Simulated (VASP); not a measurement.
# TaN (P-62m) in VASP: further runs

Runs on TaN. Level: PBEsol. Tasks: single point.

Program: VASP 6.6.1. These are calculated values, not measurements. Logs are shortened: lines on timing, memory, paths and dates and some standing lists are left out, and cuts for length are marked.

## 1. The cell of the first run

Symmetry: P-62m, No. 189, hexagonal system. The conventional cell has a = 5.090 Å, b = 5.090 Å, c = 2.852 Å, α = 90.00°, β = 90.00°, γ = 120.00°. Within 2.8 Å of Ta (site symmetry -6) lie 6 N at 2.12 Å. Within 2.6 Å of Ta (site symmetry -62m) lie 3 N at 2.00 Å. Within 2.6 Å of N (site symmetry m2m) lie 5 Ta at 2.00 to 2.12 Å.

## 2. Single point, PBEsol

The input, INCAR:

```
SYSTEM = TaN
ALGO = Normal
EDIFF = 1E-6
ENCUT = 520
GGA = PS
ISIF = 2
ISMEAR = -1
LASPH = .True.
LCHARG = .False.
LREAL = .False.
LWAVE = .False.
NBANDS = 33
NELM = 100
PREC = Accurate
SIGMA = 0.1
```

The input, KPOINTS:

```
k-points
0
Gamma
  5 5 8
  0 0 0
```

The input, POSCAR:

```
TaN
1.0
    5.0899294209      0.0000000000      0.0000000000
   -2.5449647104      4.4080081839      0.0000000000
    0.0000000000      0.0000000000      2.8515751625
Ta N
3 3
Direct
    0.3333333333      0.6666666667      0.5000000000
    0.6666666667      0.3333333333      0.5000000000
    0.0000000000      0.0000000000      0.0000000000
    0.3928500000      0.0000000000      0.0000000000
    0.6071500000      0.6071500000      0.0000000000
    0.0000000000      0.3928500000      0.0000000000
```

Potentials or basis: VASP PAW PBE potentials, release 64 (Ta_pv, N).

Started as:

```
cat potpaw_PBE.64/Ta_pv/POTCAR potpaw_PBE.64/N/POTCAR > POTCAR
mpirun -np 1 vasp_std > vasp.out
```

OUTCAR:

```text
SYSTEM = TaN
   EDIFF = 1E-6
   ENCUT = 520
   GGA = PS
   ISIF = 2
   ISMEAR = -1
   LASPH = .True.
   LREAL = .False.
   NELM = 100
   PREC = Accurate

 ion  position               nearest neighbor table
   1  0.333  0.667  0.500-   5 2.12   5 2.12   6 2.12   6 2.12   4 2.12   4 2.12   2 2.94   2 2.94
                             2 2.94   3 3.27   3 3.27   3 3.27   3 3.27   3 3.27   3 3.27
   2  0.667  0.333  0.500-   6 2.12   6 2.12   4 2.12   4 2.12   5 2.12   5 2.12   1 2.94   1 2.94
                             1 2.94   3 3.27   3 3.27   3 3.27   3 3.27   3 3.27   3 3.27
   3  0.000  0.000  0.000-   4 2.00   6 2.00   5 2.00   2 3.27   1 3.27   1 3.27   2 3.27   2 3.27
                             2 3.27   1 3.27   1 3.27   2 3.27   2 3.27   1 3.27   1 3.27
   4  0.393  0.000  0.000-   3 2.00   1 2.12   1 2.12   2 2.12   2 2.12
   5  0.607  0.607  0.000-   3 2.00   1 2.12   1 2.12   2 2.12   2 2.12
   6  0.000  0.393  0.000-   3 2.00   2 2.12   2 2.12   1 2.12   1 2.12

  LATTYP: Found a hexagonal cell.
 ALAT       =     5.0899294209
 C/A-ratio  =     0.5602386451

  Lattice vectors:

 A1 = (   5.0899294209,   0.0000000000,   0.0000000000)
 A2 = (  -2.5449647104,   4.4080081839,   0.0000000000)
 A3 = (   0.0000000000,   0.0000000000,   2.8515751625)

Analysis of symmetry for initial positions (statically):
=====================================================================
 Subroutine PRICEL returns:
 Original cell was already a primitive cell.

 Routine SETGRP: Setting up the symmetry group for a
 hexagonal supercell.

 Subroutine GETGRP returns: Found 12 space group operations
 (whereof 12 operations were pure point group operations)
 out of a pool of 24 trial point group operations.

The static configuration has the point symmetry D_3h.

Analysis of symmetry for dynamics (positions and initial velocities):
=====================================================================
 Subroutine PRICEL returns:
 Original cell was already a primitive cell.

 Routine SETGRP: Setting up the symmetry group for a
 hexagonal supercell.

 Subroutine GETGRP returns: Found 12 space group operations
 (whereof 12 operations were pure point group operations)
 out of a pool of 24 trial point group operations.

The dynamic configuration has the point symmetry D_3h.

 Subroutine INISYM returns: Found 12 space group operations
 (whereof 12 operations are pure point group operations),
 and found     1 'primitive' translations

----------------------------------------------------------------------------------------

                                     Primitive cell

  volume of cell :      63.9792

  direct lattice vectors                    reciprocal lattice vectors
     5.089929421  0.000000000  0.000000000     0.196466378  0.113429916  0.000000000
    -2.544964710  4.408008184  0.000000000     0.000000000  0.226859833  0.000000000
     0.000000000  0.000000000  2.851575163     0.000000000  0.000000000  0.350683374

  length of vectors
     5.089929421  5.089929423  2.851575163     0.226859833  0.226859833  0.350683374

  position of ions in fractional coordinates (direct lattice)
     0.333333333  0.666666667  0.500000000
     0.666666667  0.333333333  0.500000000
     0.000000000  0.000000000  0.000000000
     0.392850000  0.000000000  0.000000000
     0.607150000  0.607150000  0.000000000
     0.000000000  0.392850000  0.000000000

  ion indices of the primitive-cell ions
   primitive index   ion index
                 1           1
                 2           2
                 3           3
                 4           4
                 5           5
                 6           6

----------------------------------------------------------------------------------------

 KPOINTS: k-points

Automatic generation of k-mesh.
 Grid dimensions read from file:
 generate k-points for:    5    5    8

 Generating k-lattice:

  Cartesian coordinates                     Fractional coordinates (reciprocal lattice)
     0.039293276  0.022685983  0.000000000     0.200000000 -0.000000000  0.000000000
     0.000000000  0.045371967  0.000000000     0.000000000  0.200000000  0.000000000
     0.000000000  0.000000000  0.043835422     0.000000000  0.000000000  0.125000000

  Length of vectors
     0.045371967  0.045371967  0.043835422

  Shift w.r.t. Gamma in fractional coordinates (k-lattice)
     0.000000000  0.000000000  0.000000000

 Subroutine IBZKPT returns following result:
 ===========================================

 Found     25 irreducible k-points:

 Following reciprocal coordinates:
            Coordinates               Weight
  0.000000  0.000000  0.000000      1.000000
  0.200000  0.000000  0.000000      6.000000
  0.400000  0.000000  0.000000      6.000000
  0.200000  0.200000  0.000000      6.000000
  0.400000  0.200000  0.000000      6.000000
  0.000000  0.000000  0.125000      2.000000
[... 16 lines left out ...]
  0.400000  0.000000  0.500000      6.000000
  0.200000  0.200000  0.500000      6.000000
   k-points           NKPTS =     25   k-points in BZ     NKDIM =     25   number of bands    NBANDS=     33
   number of dos      NEDOS =    301   number of ions     NIONS =      6
   total plane-waves  NPLWV =  38400
   dimension x,y,z NGX =    40 NGY =   40 NGZ =   24
   dimension x,y,z NGXF=    80 NGYF=   80 NGZF=   48
   ions per type =               3   3
   NGX,Y,Z   is equivalent  to a cutoff of  13.06, 13.06, 13.99 a.u.
   NGXF,Y,Z  is equivalent  to a cutoff of  26.13, 26.13, 27.98 a.u.
 SYSTEM =  TaN
   PREC   = accura    normal or accurate (medium, high low for compatibility)
   ISTART =      0    job   : 0-new  1-cont  2-samecut
   ICHARG =      2    charge: 1-file 2-atom 10-const
   ISPIN  =      1    spin polarized calculation?
   LNONCOLLINEAR =      F non collinear calculations
   LSORBIT =      F    spin-orbit coupling
   LASPH  =      T    aspherical Exc in radial PAW
   ENCUT  =  520.0 eV  38.22 Ry    6.18 a.u.   9.46  9.46  5.30*2*pi/ulx,y,z
   NELM   =    100;   NELMIN=  2; NELMDL= -5     # of ELM steps
   EDIFF  = 0.1E-05   stopping-criterion for ELM
   LREAL  =      F    real-space projection
   EDIFFG = 0.1E-04   stopping-criterion for IOM
   NSW    =      0    number of steps for IOM
   IBRION =     -1    ionic relax: 0-MD 1-quasi-New 2-CG
   NFREE  =      0    steps in history (QN), initial steepest desc. (CG)
   ISIF   =      2    stress and relaxation
   ISYM   =      2    0-nonsym 1-usesym 2-fastsym
   POTIM  = 0.5000    time-step for ionic-motion
   TEBEG  =    0.0;   TEEND  =   0.0 temperature during run
   PSTRESS=    0.0 pullay stress
   NELECT =      48.0000    total number of electrons
   NUPDOWN=      -1.0000    fix difference up-down
   EMIN   =  10.00;   EMAX   =-10.00  energy-range for DOS
   EFERMI =   0.00;   METHOD = LEGACY
   ISMEAR =    -1;   SIGMA  =   0.10  broadening in eV -4-tet -1-fermi 0-gaus
   EFERMI_NEDOS =   21; number of points for ismear=-14 and -15
   IALGO  =     38    algorithm
   IMIX   =      4    mixing-type and parameters
     AMIX     =   0.40;   BMIX     =  1.00
     AMIX_MAG =   1.60;   BMIX_MAG =  1.00
  volume/ion in A,a.u.               =      10.66        71.96
  Fermi-wavevector in a.u.,A,eV,Ry     =   1.487564  2.811088 30.107596  2.212846
  Thomas-Fermi vector in A             =   2.600709
   LORBIT       =      0    0 simple, 1 ext, 2 COOP (PROOUT), +10 PAW based schemes
   GGA     = PS    functional components
   LHFCALC =     F    Hartree Fock is set to
   AEXX    =    0.0000 exact exchange contribution
   IVDW    =     0    specifies the selected vdW correction
   LEPSILON=     F    determine dielectric tensor
   LRPA    =     F    only Hartree local field effects (RPA)
 non-spin polarized calculation
  energy-cutoff  :      520.00
  volume of cell :       63.98
 maximum number of plane-waves:      1763
 NGX is ok and might be reduce to    40
   NGX = 19   NGY = 19   NGZ = 11

 number of electron      47.9999998 magnetization

 Free energy of the ion-electron system (eV)
  ---------------------------------------------------
  ext. energy  EPLUGINS =         0.00000000
  ---------------------------------------------------
  free energy    TOTEN  =       -71.24780433 eV

  energy without entropy =      -71.22260078  energy(sigma->0) =      -71.23520255

 E-fermi :   8.9964     XC(G=0): -13.4951

 val. band max:        8.7900176981   @ k =   0.2000   0.0000   0.1250
 cond. band min:       9.1327450216   @ k =   0.2000   0.0000   0.2500
 fundamental gap:      0.3427273235
 Fermi energy:         8.9963850574

 k-point     1 :       0.0000    0.0000    0.0000
  band No.  band energies     occupation
      1     -27.3249      2.00000
      2     -27.3249      2.00000
      3     -26.9084      2.00000
      4     -26.9084      2.00000
      5     -26.6669      2.00000
      6     -26.5271      2.00000
[... 25 lines left out ...]
     32      12.3300      0.00000
     33      12.3300      0.00000

 k-point     2 :       0.2000    0.0000    0.0000
  band No.  band energies     occupation
      1     -27.3684      2.00000
      2     -27.3141      2.00000
      3     -26.8613      2.00000
      4     -26.8474      2.00000
      5     -26.6543      2.00000
      6     -26.5385      2.00000
[... 25 lines left out ...]
     32      12.5518      0.00000
     33      12.6418      0.00000

 k-point     3 :       0.4000    0.0000    0.0000
  band No.  band energies     occupation
      1     -27.4243      2.00000
      2     -27.2259      2.00000
      3     -26.9244      2.00000
      4     -26.7567      2.00000
      5     -26.6256      2.00000
      6     -26.5653      2.00000
[... 25 lines left out ...]
     32      12.9817      0.00000
     33      13.2721      0.00000

 k-point     4 :       0.2000    0.2000    0.0000
  band No.  band energies     occupation
      1     -27.3889      2.00000
      2     -27.2813      2.00000
      3     -26.9033      2.00000
      4     -26.7691      2.00000
      5     -26.6328      2.00000
      6     -26.5584      2.00000
[... 673 lines left out ...]
     32      13.6349      0.00000
     33      13.6867      0.00000

 k-point    23 :       0.4000    0.0000    0.5000
  band No.  band energies     occupation
      1     -27.6935      2.00000
      2     -27.5539      2.00000
      3     -27.1628      2.00000
      4     -27.0577      2.00000
      5     -26.7737      2.00000
      6     -26.6186      2.00000
[... 25 lines left out ...]
     32      14.4452      0.00000
     33      14.6342      0.00000

 k-point    24 :       0.2000    0.2000    0.5000
  band No.  band energies     occupation
      1     -27.6987      2.00000
      2     -27.5450      2.00000
      3     -27.1792      2.00000
      4     -27.0327      2.00000
      5     -26.7837      2.00000
      6     -26.6167      2.00000
[... 25 lines left out ...]
     32      14.2167      0.00000
     33      14.5792      0.00000

 [... further k-points ...]
[... 5 lines left out ...]
  --------------------------------------------------------------------------------------
  -------------------------------------------------------------------------------------
  Total        8.0993637      8.0993637      7.7415482      0.0000000     -0.0000000      0.0000000
  in kB      202.8254776    202.8254778    193.8650090      0.0000000     -0.0000000      0.0000000
  external PRESSURE =     199.8386548 kB  Pullay stress =       0.0000000 kB

 VOLUME and BASIS-vectors are now :
 -----------------------------------------------------------------------------
  energy-cutoff  :      520.00
  volume of cell :       63.98
      direct lattice vectors                 reciprocal lattice vectors
     5.089929421  0.000000000  0.000000000     0.196466378  0.113429916  0.000000000
    -2.544964710  4.408008184  0.000000000     0.000000000  0.226859833  0.000000000
     0.000000000  0.000000000  2.851575163     0.000000000  0.000000000  0.350683374

 POSITION                                       TOTAL-FORCE (eV/Angst)
 -----------------------------------------------------------------------------------
     -0.00000      2.93867      1.42579         0.000000      0.000000     -0.000000
      2.54496      1.46934      1.42579        -0.000000      0.000000     -0.000000
      0.00000      0.00000      0.00000        -0.000000      0.000000     -0.000000
      1.99958      0.00000      0.00000         0.280170      0.000000      0.000000
      1.54518      2.67632      0.00000        -0.140085     -0.242635      0.000000
     -0.99979      1.73169      0.00000        -0.140085      0.242635     -0.000000
 -----------------------------------------------------------------------------------
    total drift:                               -0.000001     -0.000001      0.000000

  FREE ENERGIE OF THE ION-ELECTRON SYSTEM (eV)
  ---------------------------------------------------
  free  energy   TOTEN  =       -71.2478043303 eV

  energy  without entropy=      -71.2226007777  energy(sigma->0) =      -71.23520255
```

Run time: 25 s. Hardware: 1 thread of Intel Xeon 6975P-C (Granite Rapids), shared host; peak memory 0.2 GiB.

Results:

```
Free energy            : -71.2478 eV
Pressure               : 20.0 GPa
Largest force          : 0.280 eV/Å
Band gap on the k mesh : zero (band 24 reaches 10.94 eV, above the bottom of band 25 at 7.60 eV)
```

Forces on the atoms (eV/Å):
```
Ta   0.000  0.000  0.000
Ta   0.000  0.000  0.000
Ta   0.000  0.000  0.000
N    0.280  0.000  0.000
N   -0.140 -0.243  0.000
N   -0.140  0.243  0.000
```

Caveat: the PAW data sets were made with another functional, which shifts forces and pressure a little; spin-orbit coupling is left out, which moves the levels of the heavy elements.

## 3. Single point, PBEsol

This run uses another cell than the first one, of 11.12 Å³/atom, 1.043 times its volume.

The input, INCAR:

```
PREC     = Accurate       # precision mode
ENCUT    = 520            # plane-wave cutoff, eV
EDIFF    = 1E-6           # SCF threshold, eV
ISMEAR   = -1             # smearing method
SIGMA    = 0.1            # smearing width, eV
LREAL    = F              # projectors in reciprocal space
LASPH    = T              # aspherical terms in the spheres
NELM     = 100            # most SCF steps
ALGO     = Normal         # electronic algorithm
ISIF     = 2              # what is computed and relaxed
LWAVE    = F              # write WAVECAR
LCHARG   = F              # write CHGCAR
GGA      = PS             # functional
NBANDS   = 33             # bands
```

The input, KPOINTS:

```
regular mesh
0
Gamma
  5 5 8
```

POSCAR, as its differences from that of step 2:

```diff
@@ -2,5 +2,5 @@
 1.0
-    5.0899294209      0.0000000000      0.0000000000
-   -2.5449647104      4.4080081839      0.0000000000
-    0.0000000000      0.0000000000      2.8515751625
+    5.1611264660      0.0000000000      0.0000000000
+   -2.5805632330      4.4696666336      0.0000000000
+    0.0000000000      0.0000000000      2.8914624986
 Ta N
```

Potentials or basis: VASP PAW PBE potentials, release 64 (Ta_pv, N).

Started as:

```
cat potpaw_PBE.64/Ta_pv/POTCAR potpaw_PBE.64/N/POTCAR > POTCAR
mpirun -np 1 vasp_std > vasp.out
```

It took 28 s on 1 thread of Intel Xeon 6975P-C (Granite Rapids), shared host; peak memory 0.21 GiB.

Results (log left out):

```
Free energy            : -71.4483 eV
Pressure               : 3.9 GPa
Largest force          : 0.086 eV/Å
Band gap on the k mesh : zero (band 24 reaches 10.36 eV, above the bottom of band 25 at 7.17 eV)
```

Forces on the atoms (eV/Å):
```
Ta   0.000  0.000  0.000
Ta   0.000  0.000  0.000
Ta   0.000  0.000  0.000
N    0.086  0.000  0.000
N   -0.043 -0.074  0.000
N   -0.043  0.074  0.000
```

Stress tensor (GPa, compression positive):
```
4.46 0.00 0.00
0.00 4.46 0.00
0.00 0.00 2.84
```

Levels at points of the mesh, in eV from the Fermi level:
| k point | band 20 | band 21 | band 22 | band 23 | band 24 | band 25 | band 26 | band 27 | band 28 | band 29 |
| --- | --- | --- | --- | --- | --- | --- | --- | --- | --- | --- |
| (0.00, 0.00, 0.00) | -5.23 | -4.44 | -3.48 | -2.07 | -1.06 | -1.06 | 0.45 | 0.45 | 1.76 | 1.86 |
| (0.00, 0.00, 0.50) | -4.67 | -4.49 | -3.06 | -3.06 | 1.85 | 1.85 | 1.93 | 2.14 | 2.14 | 3.25 |

Caveat: the PAW data sets were made with another functional, which shifts forces and pressure a little; spin-orbit coupling is left out, which moves the levels of the heavy elements.
